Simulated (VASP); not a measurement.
SnTe: single point with PBE

The system is SnTe.

```
CELL_PARAMETERS angstrom
0.00000 3.08653 3.08653
3.08653 0.00000 3.08653
3.08653 3.08653 0.00000
ATOMIC_POSITIONS crystal
Te 0.50000 0.50000 0.50000
Sn 0.00000 0.00000 0.00000
```

```
Program                : VASP 6.6.1
Task                   : single point
Functional             : PBE
Potentials or basis    : VASP PAW PBE potentials, release 64 (Te, Sn_d)
Cutoff                 : 520 eV
k mesh                 : 7 × 7 × 7
Occupations            : fermi-dirac, width 0.05 eV
Spin                   : non-collinear spin, zero start, spin-orbit coupling
Starting moments       : [[0.0, 0.0, 0.0], [0.0, 0.0, 0.0]] μB
Dipole correction      : no
Further INCAR settings : ALGO = Normal; EDIFF = 1e-07; NBANDS = 32
```

| Property | Result |
| --- | --- |
| Pressure | 5.7 GPa |
| Net moment | 0.00 μB per cell |
| Valence electrons inside the program's atomic spheres | Te 3.40; Sn 12.15 |

Moments on the atoms (μB; x, y, z):
```
Te  0.00 0.00 0.00
Sn  0.00 0.00 0.00
```

Wall time 43 s on 1 thread of Intel(R) Xeon(R) 6975P-C (Granite Rapids), on a shared host, peak memory 0.34 GiB.
